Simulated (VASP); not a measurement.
# AlN (I-4m2) in VASP: single point with HSE06

Aim: the single point of AlN with HSE06.

All numbers are computed with VASP 6.6.1; they aren't measurements. Logs are shortened: lines on timing, memory, paths and dates and some standing lists are left out, and cuts for length are marked.

## Step 1: The cell of the first run

Symmetry: I-4m2, No. 119, tetragonal system. The conventional cell has a = 3.039 Å, b = 3.039 Å, c = 4.370 Å, α = 90.00°, β = 90.00°, γ = 90.00°. Al (site symmetry -4m2) has 4 N at 1.87 Å within 2.5 Å. Within 2.5 Å of N (site symmetry -4m2) lie 4 Al at 1.87 Å.

## Step 2: Single point, HSE06 (biaxial xy strain -1.6%)

Input file POSCAR:

```
AlN
1.0
    0.0000000000      2.1490444475      2.1848764208
    2.1490444475      0.0000000000      2.1848764208
    2.1490444475      2.1490444475      0.0000000000
Al N
1 1
Direct
    0.0000000000      0.0000000000      0.0000000000
    0.2500000000      0.2500000000      0.2500000000
```

Input file INCAR.step1:

```
SYSTEM = AlN
PREC = Accurate ; ENCUT = 520
EDIFF = 1E-5 ; ISMEAR = 0
SIGMA = 0.01 ; LREAL = .FALSE.
LASPH = .TRUE. ; NELM = 80
ALGO = Normal ; ISIF = 2
LWAVE = .TRUE. ; LCHARG = .FALSE.
NBANDS = 11 ; GGA = PE
```

Input file INCAR.step2:

```
SYSTEM = AlN
PREC = Accurate ; ENCUT = 520
EDIFF = 1E-7 ; ISMEAR = 0
SIGMA = 0.01 ; LREAL = .FALSE.
LASPH = .TRUE. ; NELM = 80
ALGO = Normal ; ISIF = 2
LWAVE = .FALSE. ; LCHARG = .FALSE.
GGA = PE ; LHFCALC = .TRUE.
HFSCREEN = 0.2079 ; PRECFOCK = Normal
NBANDS = 11 ; ISTART = 1
```

Input file KPOINTS:

```
Automatic mesh
0
G
  8 8 8
  0 0 0
```

Potentials or basis: VASP PAW PBE potentials, release 64 (Al, N).

Started as:

```sh
> cat potpaw_PBE.64/Al/POTCAR potpaw_PBE.64/N/POTCAR > POTCAR
> cp INCAR.step1 INCAR
> mpirun -np 1 vasp_std > vasp.out
> cp INCAR.step2 INCAR
> mpirun -np 1 vasp_std > vasp.out
```

OUTCAR:

```text
SYSTEM = AlN
   PREC = Accurate
   ENCUT = 520
   EDIFF = 1E-7
   ISMEAR = 0
   LREAL = .FALSE.
   LASPH = .TRUE.
   NELM = 80
   ISIF = 2
   GGA = PE
   LHFCALC = .TRUE.
   HFSCREEN = 0.2079
   PRECFOCK = Normal
   ISTART = 1

 ion  position               nearest neighbor table
   1  0.000  0.000  0.000-   2 1.87   2 1.87   2 1.87   2 1.87
   2  0.250  0.250  0.250-   1 1.87   1 1.87   1 1.87   1 1.87

  LATTYP: Found a body centered tetragonal cell.
 ALAT       =     3.0392078038
 C/A-ratio  =     1.4377933737

  Lattice vectors:

 A1 = (  -2.1490444475,   0.0000000000,   2.1848764208)
 A2 = (   2.1490444475,   0.0000000000,   2.1848764208)
 A3 = (   0.0000000000,   2.1490444475,  -2.1848764208)

Analysis of symmetry for initial positions (statically):
=====================================================================
 Subroutine PRICEL returns:
 Original cell was already a primitive cell.

 Routine SETGRP: Setting up the symmetry group for a
 body centered tetragonal supercell.

 Subroutine GETGRP returns: Found  8 space group operations
 (whereof  8 operations were pure point group operations)
 out of a pool of 16 trial point group operations.

The static configuration has the point symmetry D_2d.

Analysis of symmetry for dynamics (positions and initial velocities):
=====================================================================
 Subroutine PRICEL returns:
 Original cell was already a primitive cell.

 Routine SETGRP: Setting up the symmetry group for a
 body centered tetragonal supercell.

 Subroutine GETGRP returns: Found  8 space group operations
 (whereof  8 operations were pure point group operations)
 out of a pool of 16 trial point group operations.

The dynamic configuration has the point symmetry D_2d.

 Subroutine INISYM returns: Found  8 space group operations
 (whereof  8 operations are pure point group operations),
 and found     1 'primitive' translations

----------------------------------------------------------------------------------------

                                     Primitive cell

  volume of cell :      20.1812

  direct lattice vectors                    reciprocal lattice vectors
     0.000000000  2.149044448  2.184876421    -0.232661544  0.232661544  0.228845895
     2.149044448  0.000000000  2.184876421     0.232661544 -0.232661544  0.228845895
     2.149044448  2.149044448  0.000000000     0.232661544  0.232661544 -0.228845895

  length of vectors
[... 92 lines left out ...]
   PSTRESS=    0.0 pullay stress
   NELECT =       8.0000    total number of electrons
   NUPDOWN=      -1.0000    fix difference up-down
   EMIN   =  10.00;   EMAX   =-10.00  energy-range for DOS
   EFERMI =   0.00;   METHOD = LEGACY
   ISMEAR =     0;   SIGMA  =   0.01  broadening in eV -4-tet -1-fermi 0-gaus
   EFERMI_NEDOS =   21; number of points for ismear=-14 and -15
   IALGO  =     38    algorithm
   IMIX   =      1    mixing-type and parameters
     AMIX     =   0.40;   BMIX     =  1.00
     AMIX_MAG =   1.60;   BMIX_MAG =  1.00
  volume/ion in A,a.u.               =      10.09        68.09
  Fermi-wavevector in a.u.,A,eV,Ry     =   1.202603  2.272590 19.677479  1.446254
  Thomas-Fermi vector in A             =   2.338380
   LORBIT       =      0    0 simple, 1 ext, 2 COOP (PROOUT), +10 PAW based schemes
   GGA     = PE    functional components
   LHFCALC =     T    Hartree Fock is set to
   PRECFOCK=normal    Normal, Fast or Accurate (Low or Medium for compatibility)
   ENCUT4O =  -1.0   cutoff for four orbital integrals eV
   NKREDX  =     1    reduce k-point grid by
   NKREDY  =     1    reduce k-point grid by
   NKREDZ  =     1    reduce k-point grid by
   AEXX    =    0.2500 exact exchange contribution
   HFSCREEN=    0.2079 screening length (either q_TF or 0.3 A-1)
   HFSCREENC=   0.2079 screening length for correlation (either q_TF or 0.3 A-1)
   ENCUTFOCK=  -1.0 apply spherical cutoff to Coloumb kernel
   IVDW    =     0    specifies the selected vdW correction
   LEPSILON=     F    determine dielectric tensor
   LRPA    =     F    only Hartree local field effects (RPA)
 non-spin polarized calculation
 Gauss-broadening in eV      SIGMA  =   0.01
  energy-cutoff  :      520.00
  volume of cell :       20.18
 maximum number of plane-waves:       552
  NGX = 18; NGY = 18; NGZ = 18

 number of electron       7.9999999 magnetization

 Free energy of the ion-electron system (eV)
  ---------------------------------------------------
  ext. energy  EPLUGINS =         0.00000000
  ---------------------------------------------------
  free energy    TOTEN  =       -17.38217126 eV

  energy without entropy =      -17.38217126  energy(sigma->0) =      -17.38217126

 E-fermi :   5.5401     XC(G=0):  -9.1225

 val. band max:        5.3633201028   @ k =   0.0000   0.0000   0.0000
 cond. band min:       9.8967726075   @ k =   0.5000   0.0000   0.5000
 fundamental gap:      4.5334525047
 Fermi energy:         5.5401302928

 k-point     1 :       0.0000    0.0000    0.0000
  band No.  band energies     occupation
      1     -11.3330      2.00000
      2       5.2895      2.00000
      3       5.3633      2.00000
      4       5.3633      2.00000
      5      11.2014      0.00000
      6      19.9140      0.00000
      7      19.9140      0.00000
      8      19.9304      0.00000
      9      24.9095      0.00000
     10      25.5049      0.00000
     11      26.2402      0.00000
[... 309 lines left out ...]
 k-point    24 :       0.3750    0.0000    0.1250
  band No.  band energies     occupation
      1      -9.6089      2.00000
      2       0.4520      2.00000
      3       4.4220      2.00000
      4       4.5127      2.00000
      5      14.1880      0.00000
      6      17.0367      0.00000
      7      19.0218      0.00000
      8      19.7276      0.00000
      9      23.2345      0.00000
     10      26.8225      0.00000
     11      27.2389      0.00000

 [... further k-points ...]
[... 5 lines left out ...]
  --------------------------------------------------------------------------------------
  -------------------------------------------------------------------------------------
  Total        0.9334432      0.9334432      0.6252033      0.0000000      0.0000000      0.0000000
  in kB       74.1055662     74.1055662     49.6345601      0.0000000      0.0000000      0.0000000
  external PRESSURE =      65.9485642 kB  Pullay stress =       0.0000000 kB

 VOLUME and BASIS-vectors are now :
 -----------------------------------------------------------------------------
  energy-cutoff  :      520.00
  volume of cell :       20.18
      direct lattice vectors                 reciprocal lattice vectors
     0.000000000  2.149044448  2.184876421    -0.232661544  0.232661544  0.228845895
     2.149044448  0.000000000  2.184876421     0.232661544 -0.232661544  0.228845895
     2.149044448  2.149044448  0.000000000     0.232661544  0.232661544 -0.228845895

 POSITION                                       TOTAL-FORCE (eV/Angst)
 -----------------------------------------------------------------------------------
      0.00000      0.00000      0.00000        -0.000000     -0.000000      0.000000
      1.07452      1.07452      1.09244         0.000000      0.000000     -0.000000
 -----------------------------------------------------------------------------------
    total drift:                                0.000000      0.000000     -0.000000

  FREE ENERGIE OF THE ION-ELECTRON SYSTEM (eV)
  ---------------------------------------------------
  free  energy   TOTEN  =       -17.3821712576 eV

  energy  without entropy=      -17.3821712576  energy(sigma->0) =      -17.38217126
```

OSZICAR.step1:

```text
N       E                     dE             d eps       ncg     rms          rms(c)
DAV:   1     0.109934992962E+02    0.10993E+02   -0.39337E+03  1314   0.609E+02
DAV:   2    -0.163886676490E+02   -0.27382E+02   -0.26272E+02  1574   0.137E+02
DAV:   3    -0.172446479254E+02   -0.85598E+00   -0.85480E+00  1602   0.233E+01
DAV:   4    -0.172488147243E+02   -0.41668E-02   -0.41665E-02  1502   0.176E+00
DAV:   5    -0.172488628734E+02   -0.48149E-04   -0.48149E-04  1565   0.186E-01    0.878E+00
DAV:   6    -0.148186815644E+02    0.24302E+01   -0.11762E+01  1543   0.174E+01    0.287E+00
DAV:   7    -0.148118943779E+02    0.67872E-02   -0.18810E-01  1472   0.331E+00    0.210E+00
DAV:   8    -0.148066900333E+02    0.52043E-02   -0.26602E-02  1457   0.155E+00    0.569E-01
DAV:   9    -0.148053927023E+02    0.12973E-02   -0.36938E-03  1553   0.362E-01    0.232E-01
DAV:  10    -0.148054362094E+02   -0.43507E-04   -0.36197E-04  1430   0.124E-01    0.256E-02
DAV:  11    -0.148054496397E+02   -0.13430E-04   -0.12473E-05  1511   0.267E-02    0.150E-02
DAV:  12    -0.148054496270E+02    0.12609E-07   -0.21696E-07   760   0.384E-03
   1 F= -.14805450E+02 E0= -.14805450E+02  d E =-.207343E-19
```

Wall time 37 min (1 thread of AMD EPYC 9R45 (Zen 5), shared host); peak memory 0.23 GiB.

Results:

```yaml
Free_energy: -17.3822 eV
Pressure: 6.6 GPa
Band_gap_on_the_k_mesh: 4.53 eV (least direct gap 5.84 eV)
```

Caveat: the cell differs from its parent crystal (biaxial xy strain -1.6%); the cell stands under pressure; the structure was generated, so it needn't be the stable form of AlN; the PAW data sets were made with another functional, which shifts forces and pressure a little.
